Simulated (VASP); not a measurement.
# Be (C2/c) in VASP: a series of runs

The runs below take Be through single point, with r2SCAN.

All numbers are computed with VASP 6.6.1; they aren't measurements. Logs are shortened: lines on timing, memory, paths and dates and some standing lists are left out, and cuts for length are marked.

**1. The cell of the first run**

The typed cell holds 2 atoms: a = 2.234 Å, b = 2.234 Å, c = 4.163 Å, α = 105.54°, β = 105.54°, γ = 120.03°.

**2. Single point, r2SCAN (volume scaled by 0.96)**

POSCAR reads:

```
Be
1.0
   -1.5034568122      1.2326922018      1.0999220282
    1.2326922018     -1.5034568122      1.0999220282
    2.7187968236      2.7187968236     -1.5958279081
Be
2
Direct
    0.9584149825      0.0415850175      0.0000000000
    0.7915850175      0.2084149825      0.5000000000
```

INCAR.step1 reads:

```
ALGO = Normal
EDIFF = 1E-4
ENCUT = 520
GGA = PE
ISMEAR = -1
LASPH = True
LCHARG = False
LREAL = False
LWAVE = True
NBANDS = 9
NELM = 80
PREC = Accurate
SIGMA = 0.1
```

INCAR.step2 reads:

```
ALGO = Normal
EDIFF = 1E-6
ENCUT = 520
ISIF = 2
ISMEAR = -1
ISTART = 1
LASPH = True
LCHARG = False
LMIXTAU = True
LREAL = False
LWAVE = False
METAGGA = R2SCAN
NBANDS = 9
NELM = 80
PREC = Accurate
SIGMA = 0.1
```

KPOINTS reads:

```
k-points
0
Gamma
  20 20 10
```

Potentials or basis: VASP PAW PBE potentials, release 64 (Be).

Launch:

```sh
> cat potpaw_PBE.64/Be/POTCAR > POTCAR
> cp INCAR.step1 INCAR
> mpirun -np 1 vasp_std > vasp.out
> cp INCAR.step2 INCAR
> mpirun -np 1 vasp_std > vasp.out
```

OUTCAR:

```text
EDIFF = 1E-6
   ENCUT = 520
   ISIF = 2
   ISMEAR = -1
   ISTART = 1
   LASPH = True
   LREAL = False
   METAGGA = R2SCAN
   NELM = 80
   PREC = Accurate

 ion  position               nearest neighbor table
   1  0.958  0.042  0.000-   2 2.18   2 2.18   2 2.18   2 2.18   2 2.18   2 2.18
   2  0.792  0.208  0.500-   1 2.18   1 2.18   1 2.18   1 2.18   1 2.18   1 2.18

  Warning from LATTYP: Got some problem with cell dimensions!
  Tried to take original basis but could not verify dimensions!
  LATTYP: Found a base centered monoclinic cell.
 ALAT       =     2.2329220365
 B/A-ratio  =     1.7329306537
 C/A-ratio  =     1.5738732229
 COS(beta)  =    -0.0003899916

  Lattice vectors:

 A1 = (   1.5034568122,  -1.2326922018,  -1.0999220282)
 A2 = (  -1.2326922018,   1.5034568122,  -1.0999220282)
 A3 = (   2.4480322132,   2.4480322132,   0.6040161483)

Analysis of symmetry for initial positions (statically):
=====================================================================
 Subroutine PRICEL returns:
 Original cell was already a primitive cell.

 Routine SETGRP: Setting up the symmetry group for a
 base centered monoclinic supercell.

 Subroutine GETGRP returns: Found  4 space group operations
 (whereof  2 operations were pure point group operations)
 out of a pool of  4 trial point group operations.

The static configuration has the point symmetry C_2 .
 The point group associated with its full space group is C_2h.

Analysis of symmetry for dynamics (positions and initial velocities):
=====================================================================
 Subroutine PRICEL returns:
 Original cell was already a primitive cell.

 Routine SETGRP: Setting up the symmetry group for a
 base centered monoclinic supercell.

 Subroutine GETGRP returns: Found  4 space group operations
 (whereof  2 operations were pure point group operations)
 out of a pool of  4 trial point group operations.

The dynamic configuration has the point symmetry C_2 .
 The point group associated with its full space group is C_2h.

 Subroutine INISYM returns: Found  4 space group operations
 (whereof  2 operations are pure point group operations),
 and found     1 'primitive' translations

----------------------------------------------------------------------------------------

                                     Primitive cell

  volume of cell :      15.1824

  direct lattice vectors                    reciprocal lattice vectors
    -1.503456812  1.232692202  1.099922028    -0.038940129  0.326537042  0.489976125
     1.232692202 -1.503456812  1.099922028     0.326537042 -0.038940129  0.489976125
     2.718796824  2.718796824 -1.595827908     0.198225748  0.198225748  0.048796656

  length of vectors
     2.233772799  2.233772799  4.162977186     0.590101158  0.590101158  0.284548779

  position of ions in fractional coordinates (direct lattice)
     0.958414983  0.041585017  0.000000000
     0.791585017  0.208414983  0.500000000

  ion indices of the primitive-cell ions
   primitive index   ion index
                 1           1
                 2           2

----------------------------------------------------------------------------------------

 KPOINTS: k-points

Automatic generation of k-mesh.
 Grid dimensions read from file:
 generate k-points for:   20   20   10

 Generating k-lattice:

  Cartesian coordinates                     Fractional coordinates (reciprocal lattice)
    -0.001947006  0.016326852  0.024498806     0.050000000 -0.000000000 -0.000000000
     0.016326852 -0.001947006  0.024498806    -0.000000000  0.050000000 -0.000000000
     0.019822575  0.019822575  0.004879666     0.000000000  0.000000000  0.100000000

  Length of vectors
     0.029505058  0.029505058  0.028454878

  Shift w.r.t. Gamma in fractional coordinates (k-lattice)
     0.000000000  0.000000000  0.000000000

 Subroutine IBZKPT returns following result:
 ===========================================

 Found   1062 irreducible k-points:

 Following reciprocal coordinates:
            Coordinates               Weight
  0.000000  0.000000  0.000000      1.000000
  0.050000 -0.000000  0.000000      4.000000
  0.100000  0.000000 -0.000000      4.000000
  0.150000  0.000000  0.000000      4.000000
  0.200000  0.000000 -0.000000      4.000000
  0.250000  0.000000  0.000000      4.000000
[... 16 lines left out ...]
 -0.400000  0.050000  0.000000      4.000000
 -0.350000  0.050000  0.000000      4.000000
 [... further k-points ...]
   k-points           NKPTS =   1062   k-points in BZ     NKDIM =   1062   number of bands    NBANDS=      9
   number of dos      NEDOS =    301   number of ions     NIONS =      2
   total plane-waves  NPLWV =  10368
   dimension x,y,z NGX =    18 NGY =   18 NGZ =   32
   dimension x,y,z NGXF=    36 NGYF=   36 NGZF=   64
   ions per type =               2
   NGX,Y,Z   is equivalent  to a cutoff of  13.40, 13.40, 12.78 a.u.
   NGXF,Y,Z  is equivalent  to a cutoff of  26.79, 26.79, 25.56 a.u.
 SYSTEM =  unknown system
   PREC   = accura    normal or accurate (medium, high low for compatibility)
   ISTART =      1    job   : 0-new  1-cont  2-samecut
   ICHARG =      0    charge: 1-file 2-atom 10-const
   ISPIN  =      1    spin polarized calculation?
   LNONCOLLINEAR =      F non collinear calculations
   LSORBIT =      F    spin-orbit coupling
   LASPH  =      T    aspherical Exc in radial PAW
   ENCUT  =  520.0 eV  38.22 Ry    6.18 a.u.   4.15  4.15  7.74*2*pi/ulx,y,z
   NELM   =     80;   NELMIN=  2; NELMDL=  0     # of ELM steps
   EDIFF  = 0.1E-05   stopping-criterion for ELM
   LREAL  =      F    real-space projection
   EDIFFG = 0.1E-04   stopping-criterion for IOM
   NSW    =      0    number of steps for IOM
   IBRION =     -1    ionic relax: 0-MD 1-quasi-New 2-CG
   NFREE  =      0    steps in history (QN), initial steepest desc. (CG)
   ISIF   =      2    stress and relaxation
   ISYM   =      2    0-nonsym 1-usesym 2-fastsym
   POTIM  = 0.5000    time-step for ionic-motion
   TEBEG  =    0.0;   TEEND  =   0.0 temperature during run
   PSTRESS=    0.0 pullay stress
   NELECT =       4.0000    total number of electrons
   NUPDOWN=      -1.0000    fix difference up-down
   EMIN   =  10.00;   EMAX   =-10.00  energy-range for DOS
   EFERMI =   0.00;   METHOD = LEGACY
   ISMEAR =    -1;   SIGMA  =   0.10  broadening in eV -4-tet -1-fermi 0-gaus
   EFERMI_NEDOS =   21; number of points for ismear=-14 and -15
   IALGO  =     38    algorithm
   IMIX   =      4    mixing-type and parameters
     AMIX     =   0.40;   BMIX     =  1.00
     AMIX_MAG =   1.60;   BMIX_MAG =  1.00
  volume/ion in A,a.u.               =       7.59        51.23
  Fermi-wavevector in a.u.,A,eV,Ry     =   1.049496  1.983261 14.986039  1.101443
  Thomas-Fermi vector in A             =   2.184461
   LORBIT       =      0    0 simple, 1 ext, 2 COOP (PROOUT), +10 PAW based schemes
   METAGGA = R2SCAN    functional components
   LHFCALC =     F    Hartree Fock is set to
   AEXX    =    0.0000 exact exchange contribution
   IVDW    =     0    specifies the selected vdW correction
   LEPSILON=     F    determine dielectric tensor
   LRPA    =     F    only Hartree local field effects (RPA)
 non-spin polarized calculation
  energy-cutoff  :      520.00
  volume of cell :       15.18
 maximum number of plane-waves:       424
 NGX is ok and might be reduce to    18
   NGX =  9   NGY =  9   NGZ = 15

 number of electron       4.0000000 magnetization

 Free energy of the ion-electron system (eV)
  ---------------------------------------------------
  ext. energy  EPLUGINS =         0.00000000
  ---------------------------------------------------
  free energy    TOTEN  =        -8.67226576 eV

  energy without entropy =       -8.66796834  energy(sigma->0) =       -8.67011705

 E-fermi :   7.3762     XC(G=0): -11.4031

 val. band max:        7.3755105968   @ k =   0.5000   0.3000   0.2000
 cond. band min:       7.3814323706   @ k =   0.3000   0.2000   0.5000
 fundamental gap:      0.0059217738
 Fermi energy:         7.3761831214

 k-point     1 :       0.0000    0.0000    0.0000
  band No.  band energies     occupation
      1      -5.0109      2.00000
      2       2.5676      2.00000
      3       8.6817      0.00000
      4      25.3107      0.00000
      5      25.3292      0.00000
      6      28.4352      0.00000
      7      28.4427      0.00000
      8      30.8900      0.00000
      9      36.6294      0.00000

 k-point     2 :       0.0500   -0.0000    0.0000
  band No.  band energies     occupation
      1      -4.9083      2.00000
      2       2.5187      2.00000
      3       8.9132      0.00000
      4      24.6350      0.00000
      5      24.7943      0.00000
      6      28.4382      0.00000
      7      28.7541      0.00000
      8      30.5476      0.00000
      9      35.4183      0.00000

 k-point     3 :       0.1000    0.0000   -0.0000
  band No.  band energies     occupation
      1      -4.6003      2.00000
      2       2.4049      2.00000
      3       9.5686      0.00000
      4      22.9452      0.00000
      5      23.7603      0.00000
      6      28.2807      0.00000
      7      29.0145      0.00000
      8      29.6182      0.00000
      9      33.3067      0.00000

 k-point     4 :       0.1500    0.0000    0.0000
  band No.  band energies     occupation
      1      -4.0864      2.00000
      2       2.2945      2.00000
      3      10.5532      0.00000
      4      20.8479      0.00000
      5      22.6977      0.00000
      6      27.4048      0.00000
      7      28.1813      0.00000
      8      28.5614      0.00000
      9      31.4915      0.00000
[... 205 lines left out ...]
 k-point    22 :      -0.4500    0.0500    0.0000
  band No.  band energies     occupation
      1       2.0031      2.00000
      2       3.5361      2.00000
      3       9.7452      0.00000
      4      11.1949      0.00000
      5      19.2925      0.00000
      6      21.2338      0.00000
      7      22.6965      0.00000
      8      25.0587      0.00000
      9      28.7410      0.00000

 k-point    23 :      -0.4000    0.0500    0.0000
  band No.  band energies     occupation
      1       0.5774      2.00000
      2       3.2581      2.00000
      3      10.7710      0.00000
      4      13.4924      0.00000
      5      18.7592      0.00000
      6      20.5688      0.00000
      7      22.9041      0.00000
      8      25.4573      0.00000
      9      29.0716      0.00000

 k-point    24 :      -0.3500    0.0500    0.0000
  band No.  band energies     occupation
      1      -0.7777      2.00000
      2       2.9798      2.00000
      3      11.9480      0.00000
      4      15.6410      0.00000
      5      18.1434      0.00000
      6      20.3699      0.00000
      7      23.9915      0.00000
      8      26.0083      0.00000
      9      29.5416      0.00000

 [... further k-points ...]
[... 5 lines left out ...]
  --------------------------------------------------------------------------------------
  -------------------------------------------------------------------------------------
  Total        0.5504064      0.5504064      0.5222432      0.0210483      0.0008339      0.0008339
  in kB       58.0834610     58.0834610     55.1114427      2.2211920      0.0879965      0.0879966
  external PRESSURE =      57.0927882 kB  Pullay stress =       0.0000000 kB

 VOLUME and BASIS-vectors are now :
 -----------------------------------------------------------------------------
  energy-cutoff  :      520.00
  volume of cell :       15.18
      direct lattice vectors                 reciprocal lattice vectors
    -1.503456812  1.232692202  1.099922028    -0.038940129  0.326537042  0.489976125
     1.232692202 -1.503456812  1.099922028     0.326537042 -0.038940129  0.489976125
     2.718796824  2.718796824 -1.595827908     0.198225748  0.198225748  0.048796656

 POSITION                                       TOTAL-FORCE (eV/Angst)
 -----------------------------------------------------------------------------------
     -1.38967      1.11891      1.09992         0.000284     -0.000284     -0.000000
      0.42620      2.02184      0.30201        -0.000284      0.000284      0.000000
 -----------------------------------------------------------------------------------
    total drift:                               -0.000000      0.000000     -0.000000

  FREE ENERGIE OF THE ION-ELECTRON SYSTEM (eV)
  ---------------------------------------------------
  free  energy   TOTEN  =        -8.6722657563 eV

  energy  without entropy=       -8.6679683382  energy(sigma->0) =       -8.67011705
```

Run time: 6.8 min. Hardware: 1 thread of Oxide Virtual Turin-like, shared host; peak memory 0.2 GiB.

Results:

* Free energy: -8.6723 eV
* Pressure: 5.7 GPa
* Band gap on the k mesh: zero (band 2 reaches 8.56 eV, above the bottom of band 3 at 7.00 eV)

Caveat: the cell differs from its parent crystal (volume scaled by 0.96); the PAW data sets were made with another functional, which shifts forces and pressure a little.

**3. Single point, r2SCAN**

This run uses another cell than the first one, of 7.91 Å³/atom, 1.042 times its volume.

POSCAR reads:

```
Be
1.0
   -1.5240546706      1.2495804949      1.1149913258
    1.2495804949     -1.5240546706      1.1149913258
    2.7560452444      2.7560452444     -1.6176912812
Be
2
Direct
    0.9584149825      0.0415850175      0.0000000000
    0.7915850175      0.2084149825      0.5000000000
```

INCAR.step1 reads:

```
SYSTEM = Be
PREC     = Accurate       ! precision mode
ENCUT    = 520            ! plane-wave cutoff, eV
ISMEAR   = -1             ! smearing method
SIGMA    = 0.1            ! smearing width, eV
LREAL    = .False.        ! projectors in reciprocal space
LASPH    = .True.         ! aspherical terms in the spheres
NELM     = 60             ! most SCF steps
ISYM     = 0            
NBANDS   = 9              ! bands
GGA      = PE             ! functional
ALGO     = Normal         ! electronic algorithm
EDIFF    = 1E-4           ! SCF threshold, eV
LWAVE    = .True.         ! write WAVECAR
LCHARG   = .False.        ! write CHGCAR
```

INCAR.step2 reads:

```
SYSTEM = Be
PREC     = Accurate       ! precision mode
ENCUT    = 520            ! plane-wave cutoff, eV
EDIFF    = 1E-7           ! SCF threshold, eV
ISMEAR   = -1             ! smearing method
SIGMA    = 0.1            ! smearing width, eV
LREAL    = .False.        ! projectors in reciprocal space
LASPH    = .True.         ! aspherical terms in the spheres
NELM     = 60             ! most SCF steps
ALGO     = Normal         ! electronic algorithm
ISIF     = 2              ! what is computed and relaxed
LWAVE    = .False.        ! write WAVECAR
LCHARG   = .False.        ! write CHGCAR
METAGGA  = R2SCAN         ! meta-GGA
LMIXTAU  = .True.       
ISYM     = 0            
NBANDS   = 9              ! bands
ISTART   = 1
```

KPOINTS reads:

```
Automatic mesh
0
Gamma
  16 16 11
  0 0 0
```

Potentials or basis: VASP PAW PBE potentials, release 64 (Be).

Launch:

```sh
> cat potpaw_PBE.64/Be/POTCAR > POTCAR
> cp INCAR.step1 INCAR
> mpirun -np 1 vasp_std > vasp.out
> cp INCAR.step2 INCAR
> mpirun -np 1 vasp_std > vasp.out
```

It took 11 min on 1 thread of Oxide Virtual Turin-like, shared host; peak memory 0.24 GiB.

Results (log left out):

* Free energy: -8.6877 eV
* Pressure: 0.2 GPa
* Band gap on the k mesh: zero (band 2 reaches 8.05 eV, above the bottom of band 3 at 6.38 eV)

Stress tensor (GPa, compression positive):
```
0.23 0.05 0.00
0.05 0.23 0.00
0.00 0.00 0.18
```

Levels at points of the mesh, in eV from the Fermi level:
| k point | band 1 | band 2 | band 3 | band 4 | band 5 | band 6 |
| --- | --- | --- | --- | --- | --- | --- |
| (0.00, 0.00, 0.00) | -12.09 | -4.60 | 1.22 | 17.46 | 17.47 | 20.50 |
| (0.50, 0.00, 0.00) | -3.72 | -3.71 | 1.69 | 1.70 | 13.13 | 13.13 |
| (0.00, 0.50, 0.00) | -3.72 | -3.71 | 1.69 | 1.70 | 13.13 | 13.13 |
| (0.50, 0.50, 0.00) | -5.26 | -3.23 | 4.08 | 6.92 | 7.36 | 10.36 |

Caveat: the PAW data sets were made with another functional, which shifts forces and pressure a little.
